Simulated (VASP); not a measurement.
# WSe2: single point with PBEsol

System: WSe2, a slab with vacuum.

```
CELL_PARAMETERS angstrom
3.27058 0.00000 0.00000
-1.63529 2.83241 0.00000
0.00000 0.00000 23.98700
ATOMIC_POSITIONS crystal
W 0.49749 0.33333 0.16069
W 0.33333 0.66667 0.86238
Se 0.33333 0.66667 0.20734
Se 0.66667 0.33333 0.93219
Se 0.33333 0.66667 0.06781
Se 0.66667 0.33333 0.79266
```

This cell differs from its parent crystal: atom 1 (W) moved by -0.553 Å along [1 0 0] and +0.553 Å along [0 0 1].

* Program: VASP 6.6.1
* Task: single point
* Functional: PBEsol
* Potentials or basis: VASP PAW PBE potentials, release 64 (W_sv, Se)
* Cutoff: 520 eV
* k mesh: 9 × 9 × 2
* Occupations: gaussian, width 0.05 eV
* Spin: no spin polarisation
* Dipole correction: no
* Further INCAR settings: ALGO = Normal; EDIFF = 1e-06; NBANDS = 35

* Largest force: 29.954 eV/Å
* Band gap on the k mesh: zero (bands 26 and 27 overlap by 0.73 eV)

Forces on the atoms (eV/Å):
```
W    17.039 -11.327 -21.877
W    -0.003  -0.002  -0.001
Se  -16.826  11.614  20.319
Se   -0.008  -0.001   0.077
Se   -0.201  -0.285   1.548
Se   -0.001   0.000  -0.066
```

Levels at points of the mesh, in eV from the Fermi level:
```tsv
k point	band 23	band 24	band 25	band 26	band 27	band 28	band 29	band 30
(0.00, 0.00, 0.00)	-1.58	-0.74	-0.31	0.60	1.34	1.50	2.09	2.65
(0.00, 0.00, 0.50)	-1.58	-0.74	-0.31	0.60	1.34	1.50	2.09	2.65
```

It took 8 min on 1 thread of Intel(R) Xeon(R) Platinum 8559C (Emerald Rapids) (shared host), peak memory 0.68 GiB.

Caveat: the cell differs from its parent crystal (atom 1 (W) moved by -0.553 Å along [1 0 0] and +0.553 Å along [0 0 1]); atoms lie so close that the PAW spheres overlap strongly, which falsifies energies and pressures; there is no dipole correction, which matters where the two faces differ; the PAW data sets were made with another functional, which shifts forces and pressure a little; spin-orbit coupling is left out, which moves the levels of the heavy elements.
